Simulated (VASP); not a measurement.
Here is a VASP 6.6.1 calculation.

INCAR

```
SYSTEM = AlN
ALGO = Normal
EDIFF = 1E-7
ENCUT = 520
ISIF = 2
ISMEAR = -1
LASPH = .True.
LCHARG = .True.
LELF = .True.
LREAL = .False.
LVHAR = .True.
LWAVE = .False.
NBANDS = 16
NELM = 60
PREC = Accurate
SIGMA = 0.05
```

KPOINTS

```
k-points
0
Gamma
  10 10 6
  0 0 0
```

Contents of POSCAR:

```
AlN
1.0
    3.1539652241      0.0000000000      0.0000000000
   -1.5769826120      2.7314140067      0.0000000000
    0.0000000000      0.0000000000      5.0465469904
Al N
2 2
Direct
    0.6666666667      0.3333333333      0.5000000000
    0.3333333333      0.6666666667      0.0000000000
    0.6666666667      0.3333333333      0.8800000000
    0.3333333333      0.6666666667      0.3800000000
```

Potentials or basis: VASP PAW LDA potentials, release 64 (Al, N).

Launch:

```sh
$ cat potpaw_LDA.64/Al/POTCAR potpaw_LDA.64/N/POTCAR > POTCAR
$ mpirun -np 1 vasp_std > vasp.out
```

(1) What does it give for the pressure?

(2) Predict the largest force.

(3) Predict the band gap on the k mesh.

Answers

(1) -11.2 GPa.

(2) 0.091 eV/Å.

(3) 3.90 eV, direct.
